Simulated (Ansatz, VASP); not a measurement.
One calculation of V, two programs

```xyz
1
Lattice="0.0000 1.8950 1.8950 1.8950 0.0000 1.8950 1.8950 1.8950 0.0000" Properties=species:S:1:pos:R:3 pbc="T T T"
V     0.0000    0.0000    0.0000
```

Alike in both runs: task single point; functional PBE; k mesh 15 × 15 × 15; collinear spin.

```csv
,VASP,Ansatz
version,VASP 6.6.1,Ansatz 0.2.0
potentials or method,"VASP PAW PBE potentials, release 64 (V_sv), cutoff 520 eV","all-electron LAPW, scalar-relativistic"
occupations,"methfessel-paxton of order 1, width 0.15 eV","cold, width 0.15 eV"
```

```tsv
	VASP	Ansatz	Ansatz less VASP
pressure (GPa)	3.9	3.7	-0.23
net moment per atom (μB)	0.00	0.00	-0.001
```

Ansatz ran all-electron here, and VASP with PAW potentials. Ansatz's warnings: seeded moment not kept, stability check not made.
